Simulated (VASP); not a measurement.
# BN (P6_3/mmc) in VASP: notebook

BN is run at these levels: PBE; tasks: single point.

Everything below comes from runs of VASP 6.6.1. Logs are shortened: lines on timing, memory, paths and dates and some standing lists are left out, and cuts for length are marked.

### Step 1. The cell of the first run

Symmetry: P6_3/mmc, No. 194, hexagonal system. Conventional cell: a = 2.613 Å, b = 2.613 Å, c = 8.143 Å, α = 90.00°, β = 90.00°, γ = 120.00°. Within 2.0 Å of B (site symmetry -6m2) lie 3 N at 1.51 Å. Within 2.0 Å of N (site symmetry -6m2) lie 3 B at 1.51 Å.

### Step 2. Single point, PBE (biaxial strain in the a-b plane: +4.0 %)

Input file INCAR:

```
SYSTEM = BN
PREC = Accurate
ENCUT = 520
EDIFF = 1E-6
ISMEAR = 0
SIGMA = 0.02
LREAL = .False.
LASPH = .True.
NELM = 100
ALGO = Normal
ISIF = 2
LWAVE = .False.
LCHARG = .False.
GGA = PE
NBANDS = 16
```

Input file KPOINTS:

```
regular mesh
0
Gamma
  12 12 4
  0 0 0
```

Input file POSCAR:

```
BN
1.0
    2.6126684083      0.0000000000      0.0000000000
   -1.3063342041      2.2626372132      0.0000000000
    0.0000000000      0.0000000000      8.1429255325
B N
2 2
Direct
    0.3333333333      0.6666666667      0.2500000000
    0.6666666667      0.3333333333      0.7500000000
    0.3333333333      0.6666666667      0.7500000000
    0.6666666667      0.3333333333      0.2500000000
```

Potentials or basis: VASP PAW PBE potentials, release 64 (B, N).

Started as:

```sh
$ cat potpaw_PBE.64/B/POTCAR potpaw_PBE.64/N/POTCAR > POTCAR
$ mpirun -np 1 vasp_std > vasp.out
```

OUTCAR:

```text
SYSTEM = BN
   PREC = Accurate
   ENCUT = 520
   EDIFF = 1E-6
   ISMEAR = 0
   LREAL = .False.
   LASPH = .True.
   NELM = 100
   ISIF = 2
   GGA = PE

 ion  position               nearest neighbor table
   1  0.333  0.667  0.250-   4 1.51   4 1.51   4 1.51
   2  0.667  0.333  0.750-   3 1.51   3 1.51   3 1.51
   3  0.333  0.667  0.750-   2 1.51   2 1.51   2 1.51
   4  0.667  0.333  0.250-   1 1.51   1 1.51   1 1.51

  LATTYP: Found a hexagonal cell.
 ALAT       =     2.6126684083
 C/A-ratio  =     3.1167083839

  Lattice vectors:

 A1 = (   2.6126684083,   0.0000000000,   0.0000000000)
 A2 = (  -1.3063342041,   2.2626372132,   0.0000000000)
 A3 = (   0.0000000000,   0.0000000000,   8.1429255325)

Analysis of symmetry for initial positions (statically):
=====================================================================
 Subroutine PRICEL returns:
 Original cell was already a primitive cell.

 Routine SETGRP: Setting up the symmetry group for a
 hexagonal supercell.

 Subroutine GETGRP returns: Found 24 space group operations
 (whereof 12 operations were pure point group operations)
 out of a pool of 24 trial point group operations.

The static configuration has the point symmetry D_3d.
 The point group associated with its full space group is D_6h.

Analysis of symmetry for dynamics (positions and initial velocities):
=====================================================================
 Subroutine PRICEL returns:
 Original cell was already a primitive cell.

 Routine SETGRP: Setting up the symmetry group for a
 hexagonal supercell.

 Subroutine GETGRP returns: Found 24 space group operations
 (whereof 12 operations were pure point group operations)
 out of a pool of 24 trial point group operations.

The dynamic configuration has the point symmetry D_3d.
 The point group associated with its full space group is D_6h.

 Subroutine INISYM returns: Found 24 space group operations
 (whereof 12 operations are pure point group operations),
 and found     1 'primitive' translations

----------------------------------------------------------------------------------------

                                     Primitive cell

  volume of cell :      48.1371

  direct lattice vectors                    reciprocal lattice vectors
     2.612668408  0.000000000  0.000000000     0.382750447  0.220981073  0.000000000
    -1.306334204  2.262637213  0.000000000     0.000000000  0.441962147  0.000000000
     0.000000000  0.000000000  8.142925532     0.000000000  0.000000000  0.122805986

  length of vectors
     2.612668408  2.612668408  8.142925532     0.441962147  0.441962147  0.122805986

  position of ions in fractional coordinates (direct lattice)
     0.333333333  0.666666667  0.250000000
     0.666666667  0.333333333  0.750000000
     0.333333333  0.666666667  0.750000000
     0.666666667  0.333333333  0.250000000

  ion indices of the primitive-cell ions
   primitive index   ion index
                 1           1
                 2           2
                 3           3
                 4           4

----------------------------------------------------------------------------------------

 KPOINTS: regular mesh

Automatic generation of k-mesh.
 Grid dimensions read from file:
 generate k-points for:   12   12    4

 Generating k-lattice:

  Cartesian coordinates                     Fractional coordinates (reciprocal lattice)
     0.031895871  0.018415089  0.000000000     0.083333333 -0.000000000  0.000000000
     0.000000000  0.036830179  0.000000000     0.000000000  0.083333333  0.000000000
     0.000000000  0.000000000  0.030701497     0.000000000  0.000000000  0.250000000

  Length of vectors
     0.036830179  0.036830179  0.030701497

  Shift w.r.t. Gamma in fractional coordinates (k-lattice)
     0.000000000  0.000000000  0.000000000

 Subroutine IBZKPT returns following result:
 ===========================================

 Found     57 irreducible k-points:

 Following reciprocal coordinates:
            Coordinates               Weight
  0.000000  0.000000  0.000000      1.000000
  0.083333  0.000000  0.000000      6.000000
  0.166667  0.000000  0.000000      6.000000
  0.250000  0.000000  0.000000      6.000000
  0.333333  0.000000  0.000000      6.000000
  0.416667 -0.000000  0.000000      6.000000
[... 16 lines left out ...]
  0.250000  0.000000  0.250000     12.000000
  0.333333  0.000000  0.250000     12.000000
 [... further k-points ...]
   k-points           NKPTS =     57   k-points in BZ     NKDIM =     57   number of bands    NBANDS=     16
   number of dos      NEDOS =    301   number of ions     NIONS =      4
   total plane-waves  NPLWV =  25600
   dimension x,y,z NGX =    20 NGY =   20 NGZ =   64
   dimension x,y,z NGXF=    40 NGYF=   40 NGZF=  128
   ions per type =               2   2
   NGX,Y,Z   is equivalent  to a cutoff of  12.73, 12.73, 13.07 a.u.
   NGXF,Y,Z  is equivalent  to a cutoff of  25.45, 25.45, 26.13 a.u.
 SYSTEM =  BN
[... 120 lines left out ...]
  band No.  band energies     occupation
      1     -14.1943      2.00000
      2     -14.1700      2.00000
      3      -7.5445      2.00000
      4      -7.5298      2.00000
      5      -3.4756      2.00000
      6      -3.4659      2.00000
[... 8 lines left out ...]
     15      13.9431      0.00000
     16      16.2282      0.00000

 k-point     7 :       0.5000    0.0000    0.0000
  band No.  band energies     occupation
      1     -13.8824      2.00000
      2     -13.8697      2.00000
      3      -8.0589      2.00000
      4      -8.0435      2.00000
      5      -3.6027      2.00000
      6      -3.5928      2.00000
[... 8 lines left out ...]
     15      13.9184      0.00000
     16      15.5135      0.00000

 k-point     8 :       0.0833    0.0833    0.0000
  band No.  band energies     occupation
      1     -16.2573      2.00000
      2     -16.2058      2.00000
      3      -4.1499      2.00000
      4      -3.4326      2.00000
      5      -2.5296      2.00000
      6      -2.5227      2.00000
[... 8 lines left out ...]
     15      11.9540      0.00000
     16      12.5121      0.00000

 k-point     9 :       0.1667    0.0833    0.0000
  band No.  band energies     occupation
      1     -15.7949      2.00000
      2     -15.7477      2.00000
      3      -3.9173      2.00000
      4      -3.9095      2.00000
      5      -3.5131      2.00000
      6      -2.8356      2.00000
[... 8 lines left out ...]
     15      12.2853      0.00000
     16      12.9867      0.00000
[... 172 lines left out ...]
 k-point    19 :       0.3333    0.3333    0.0000
  band No.  band energies     occupation
      1     -13.3912      2.00000
      2     -13.3912      2.00000
      3      -6.8915      2.00000
      4      -6.8593      2.00000
      5      -6.6615      2.00000
      6      -6.6615      2.00000
[... 8 lines left out ...]
     15      14.4619      0.00000
     16      16.1919      0.00000

 k-point    20 :       0.0000    0.0000    0.2500
  band No.  band energies     occupation
      1     -16.6107      2.00000
      2     -16.5721      2.00000
      3      -4.5439      2.00000
      4      -4.0193      2.00000
      5      -1.1244      2.00000
      6      -1.1244      2.00000
[... 8 lines left out ...]
     15      10.9139      0.00000
     16      11.3232      0.00000

 k-point    21 :       0.0833    0.0000    0.2500
  band No.  band energies     occupation
      1     -16.4892      2.00000
      2     -16.4513      2.00000
      3      -4.3800      2.00000
      4      -3.8617      2.00000
      5      -1.6571      2.00000
      6      -1.6556      2.00000
[... 8 lines left out ...]
     15      11.4183      0.00000
     16      11.4346      0.00000

 k-point    22 :       0.1667    0.0000    0.2500
  band No.  band energies     occupation
      1     -16.1323      2.00000
      2     -16.0966      2.00000
      3      -3.8966      2.00000
      4      -3.4004      2.00000
      5      -2.9834      2.00000
      6      -2.9801      2.00000
[... 8 lines left out ...]
     15      12.8330      0.00000
     16      12.8496      0.00000

 k-point    23 :       0.2500    0.0000    0.2500
  band No.  band energies     occupation
      1     -15.5682      2.00000
      2     -15.5363      2.00000
      3      -4.6439      2.00000
      4      -4.6385      2.00000
      5      -3.1168      2.00000
      6      -2.6544      2.00000
[... 8 lines left out ...]
     15      13.8217      0.00000
     16      14.8309      0.00000

 k-point    24 :       0.3333    0.0000    0.2500
  band No.  band energies     occupation
      1     -14.8657      2.00000
      2     -14.8396      2.00000
      3      -6.2686      2.00000
      4      -6.2607      2.00000
      5      -3.1074      2.00000
      6      -3.1009      2.00000
[... 8 lines left out ...]
     15      14.7888      0.00000
     16      16.3152      0.00000

 [... further k-points ...]

------------------------ aborting loop because EDIFF is reached ----------------------------------------

  FORCE on cell =-STRESS in cart. coord.  units (eV):
  Direction    XX          YY          ZZ          XY          YZ          ZX
  --------------------------------------------------------------------------------------
  -------------------------------------------------------------------------------------
  Total       -8.5925327     -8.5925327     -0.0019677     -0.0000000      0.0000000      0.0000000
  in kB     -285.9908201   -285.9908201     -0.0654910     -0.0000000      0.0000000      0.0000000
  external PRESSURE =    -190.6823770 kB  Pullay stress =       0.0000000 kB

 VOLUME and BASIS-vectors are now :
 -----------------------------------------------------------------------------
  energy-cutoff  :      520.00
  volume of cell :       48.14
      direct lattice vectors                 reciprocal lattice vectors
     2.612668408  0.000000000  0.000000000     0.382750447  0.220981073  0.000000000
    -1.306334204  2.262637213  0.000000000     0.000000000  0.441962147  0.000000000
     0.000000000  0.000000000  8.142925532     0.000000000  0.000000000  0.122805986

 POSITION                                       TOTAL-FORCE (eV/Angst)
 -----------------------------------------------------------------------------------
     -0.00000      1.50842      2.03573        -0.000000     -0.000000      0.000000
      1.30633      0.75421      6.10719         0.000000      0.000000      0.000000
     -0.00000      1.50842      6.10719        -0.000000      0.000000      0.000000
      1.30633      0.75421      2.03573         0.000000      0.000000      0.000000
 -----------------------------------------------------------------------------------
    total drift:                               -0.000000      0.000000      0.000000

  FREE ENERGIE OF THE ION-ELECTRON SYSTEM (eV)
  ---------------------------------------------------
  free  energy   TOTEN  =       -34.8628693426 eV

  energy  without entropy=      -34.8628693426  energy(sigma->0) =      -34.86286934
```

Run time: 25 s. Hardware: 1 thread of Intel Xeon Platinum 8559C (Emerald Rapids), shared host; peak memory 0.18 GiB.

What came out:

```
Free energy            : -34.8629 eV
Pressure               : -19.1 GPa
Band gap on the k mesh : 4.31 eV, indirect (least direct gap 4.35 eV)
```

Levels at points of the mesh, in eV from the valence-band top:
| k point | band 4 | band 5 | band 6 | band 7 | band 8 | band 9 | band 10 | band 11 | band 12 | band 13 |
| --- | --- | --- | --- | --- | --- | --- | --- | --- | --- | --- |
| (0.00, 0.00, 0.00) | -4.24 | -1.47 | -1.47 | -1.46 | -1.46 | 4.47 | 7.96 | 9.11 | 10.55 | 10.55 |
| (0.50, 0.00, 0.00) | -8.38 | -3.94 | -3.93 | -0.94 | -0.64 | 4.31 | 4.79 | 8.34 | 8.65 | 11.68 |
| (0.00, 0.00, 0.50) | -4.63 | -1.46 | -1.46 | -1.46 | -1.46 | 5.80 | 5.80 | 10.46 | 10.46 | 10.57 |
| (0.50, 0.00, 0.50) | -8.39 | -3.94 | -3.94 | -0.79 | -0.79 | 4.52 | 4.52 | 8.54 | 8.54 | 12.19 |

Caveat: the cell differs from its parent crystal (biaxial strain in the a-b plane: +4.0 %); this functional lacks dispersion, which binds the layers, so the pressure and a relaxed spacing across them are unreliable. A k mesh can miss the band edges.

### Step 3. Single point, PBE (biaxial strain in the a-b plane: +6.0 %)

Input file INCAR:

```
SYSTEM = BN
ALGO = Normal
EDIFF = 1E-6
ENCUT = 520
GGA = PE
ISIF = 2
ISMEAR = 0
LASPH = .TRUE.
LCHARG = .FALSE.
LREAL = .FALSE.
LWAVE = .FALSE.
NBANDS = 16
NELM = 100
PREC = Accurate
SIGMA = 0.02
```

Input file KPOINTS:

```
k-points
0
G
  12 12 4
  0 0 0
```

Input file POSCAR:

```
BN
1.0
    2.6629120315      0.0000000000      0.0000000000
   -1.3314560157      2.3061494673      0.0000000000
    0.0000000000      0.0000000000      8.0428075957
B N
2 2
Direct
    0.3333333333      0.6666666667      0.2500000000
    0.6666666667      0.3333333333      0.7500000000
    0.3333333333      0.6666666667      0.7500000000
    0.6666666667      0.3333333333      0.2500000000
```

Potentials or basis: VASP PAW PBE potentials, release 64 (B, N).

Started as:

```sh
$ cat potpaw_PBE.64/B/POTCAR potpaw_PBE.64/N/POTCAR > POTCAR
$ mpirun -np 1 vasp_std > vasp.out
```

Run time: 22 s. Hardware: 1 thread of Intel Xeon Platinum 8559C (Emerald Rapids), shared host; peak memory 0.18 GiB.

It converged, with:

```yaml
Free_energy: -34.4668 eV
Pressure: -26.4 GPa
Band_gap_on_the_k_mesh: 4.18 eV, indirect (least direct gap 4.20 eV)
```

Stress tensor (GPa, compression positive):
```
-39.55   0.00   0.00
  0.00 -39.55   0.00
  0.00   0.00   0.02
```

Levels at points of the mesh, in eV from the valence-band top:
```
           k point  band 4  band 5  band 6  band 7  band 8  band 9  band 10  band 11  band 12  band 13
(0.00, 0.00, 0.00)   -3.94   -1.51   -1.51   -1.50   -1.50    4.44     7.98     8.47    10.11    10.11
(0.50, 0.00, 0.00)   -8.17   -3.86   -3.84   -0.92   -0.57    4.18     4.68     7.82     8.09    11.47
(0.00, 0.00, 0.50)   -4.38   -1.51   -1.51   -1.51   -1.51    5.77     5.77     9.84     9.84    10.13
(0.50, 0.00, 0.50)   -8.18   -3.85   -3.85   -0.75   -0.75    4.39     4.39     8.00     8.00    11.96
```

Caveat: the cell differs from its parent crystal (biaxial strain in the a-b plane: +6.0 %); this functional lacks dispersion, which binds the layers, so the pressure and a relaxed spacing across them are unreliable. A k mesh can miss the band edges.

### Step 4. Single point, PBE (biaxial strain in the a-b plane: +4.0 %, then relaxed in part)

Input file INCAR:

```
ALGO = Normal ; EDIFF = 1E-6
ENCUT = 520 ; GGA = PE
ISIF = 2 ; ISMEAR = 0
LASPH = True ; LCHARG = True
LELF = True ; LREAL = False
LVHAR = True ; LWAVE = False
NBANDS = 16 ; NELM = 100
PREC = Accurate ; SIGMA = 0.02
```

Input file KPOINTS:

```
k-points
0
Gamma
  12 12 4
```

Input file POSCAR:

```
BN
1.0
    2.6126684083      0.0000000000      0.0000000000
   -1.3063342041      2.2626372132      0.0000000000
    0.0000000000      0.0000000000      8.4302640540
B N
2 2
Direct
    0.3333333333      0.6666666667      0.2500000000
    0.6666666667      0.3333333333      0.7500000000
    0.3333333333      0.6666666667      0.7500000000
    0.6666666667      0.3333333333      0.2500000000
```

Started as:

```sh
$ cat potpaw_PBE.64/B/POTCAR potpaw_PBE.64/N/POTCAR > POTCAR
$ mpirun -np 1 vasp_std > vasp.out
```

Run time: 23 s. Hardware: 1 thread of Intel Xeon Platinum 8559C (Emerald Rapids), shared host; peak memory 0.18 GiB.

The run converged. Its results:

* Free energy: -34.8634 eV
* Pressure: -18.4 GPa
* Band gap on the k mesh: 4.35 eV, indirect (the least direct gap lies 1.6 meV higher)

Stress tensor (GPa, compression positive):
```
-27.63   0.00   0.00
  0.00 -27.63   0.00
  0.00   0.00  -0.08
```

Levels at points of the mesh, in eV from the valence-band top:
| k point | band 4 | band 5 | band 6 | band 7 | band 8 | band 9 | band 10 | band 11 | band 12 | band 13 |
| --- | --- | --- | --- | --- | --- | --- | --- | --- | --- | --- |
| (0.00, 0.00, 0.00) | -4.31 | -1.47 | -1.47 | -1.46 | -1.46 | 4.40 | 7.66 | 8.88 | 10.56 | 10.56 |
| (0.50, 0.00, 0.00) | -8.39 | -3.94 | -3.94 | -0.91 | -0.67 | 4.35 | 4.74 | 8.35 | 8.65 | 11.63 |
| (0.00, 0.00, 0.50) | -4.63 | -1.46 | -1.46 | -1.46 | -1.46 | 5.62 | 5.62 | 10.31 | 10.31 | 10.56 |
| (0.50, 0.00, 0.50) | -8.39 | -3.94 | -3.94 | -0.79 | -0.79 | 4.52 | 4.52 | 8.53 | 8.53 | 12.11 |

Caveat: the cell differs from its parent crystal (biaxial strain in the a-b plane: +4.0 %, then relaxed in part); this functional lacks dispersion, which binds the layers, so the pressure and a relaxed spacing across them are unreliable.

### Step 5. Single point, PBE

This run uses another cell than the first one, of 12.46 Å³/atom, 1.035 times its volume.

Input file INCAR:

```
SYSTEM = BN
PREC = Accurate
ENCUT = 520
EDIFF = 1E-6
ISMEAR = 0
SIGMA = 0.02
LREAL = .FALSE.
LASPH = .TRUE.
NELM = 60
ALGO = Normal
ISIF = 2
LWAVE = .FALSE.
LCHARG = .FALSE.
GGA = PE
NBANDS = 16
```

Input file KPOINTS:

```
Automatic mesh
0
G
  12 12 4
  0 0 0
```

POSCAR is that of step 4.

Started as:

```sh
$ cat potpaw_PBE.64/B/POTCAR potpaw_PBE.64/N/POTCAR > POTCAR
$ mpirun -np 1 vasp_std > vasp.out
```

It took 16 s on 1 thread of Intel Xeon 6975P-C (Granite Rapids), shared host; peak memory 0.17 GiB.

It converged, with:

```yaml
Free_energy: -34.8634 eV
Pressure: -18.4 GPa
Band_gap_on_the_k_mesh: 4.35 eV, indirect (the least direct gap lies 1.6 meV higher)
```

Stress tensor (GPa, compression positive):
```
-27.63   0.00   0.00
  0.00 -27.63   0.00
  0.00   0.00  -0.08
```

Levels at points of the mesh, in eV from the valence-band top:
```csv
k point,band 4,band 5,band 6,band 7,band 8,band 9,band 10,band 11,band 12,band 13
"(0.00, 0.00, 0.00)",-4.31,-1.47,-1.47,-1.46,-1.46,4.40,7.66,8.88,10.56,10.56
"(0.50, 0.00, 0.00)",-8.39,-3.94,-3.94,-0.91,-0.67,4.35,4.74,8.35,8.65,11.63
"(0.00, 0.00, 0.50)",-4.63,-1.46,-1.46,-1.46,-1.46,5.62,5.62,10.31,10.31,10.56
"(0.50, 0.00, 0.50)",-8.39,-3.94,-3.94,-0.79,-0.79,4.52,4.52,8.53,8.53,12.11
```

Caveat: this functional lacks dispersion, which binds the layers, so the pressure and a relaxed spacing across them are unreliable.

### Step 6. Summary

```tsv
cell	gap on the mesh (eV)	pressure (GPa)
a = 2.613, b = 2.613, c = 8.143 Å, angles 90.0, 90.0, 120.0°, 4 atoms	4.31	-19.1
a = 2.663, b = 2.663, c = 8.043 Å, angles 90.0, 90.0, 120.0°, 4 atoms	4.18	-26.4
a = 2.613, b = 2.613, c = 8.430 Å, angles 90.0, 90.0, 120.0°, 4 atoms	4.35	-18.4
```

Alike in all rows: task single point; level PBE; potentials or basis VASP PAW PBE potentials, release 64 (B, N); no spin polarisation; k mesh 12 × 12 × 4; cutoff (eV) 520; smearing gaussian 0.02 eV.

Caveats: this functional lacks dispersion, which binds the layers, so the pressure and a relaxed spacing across them are unreliable.

Absolute energies hang on the potentials; compare differences alone.
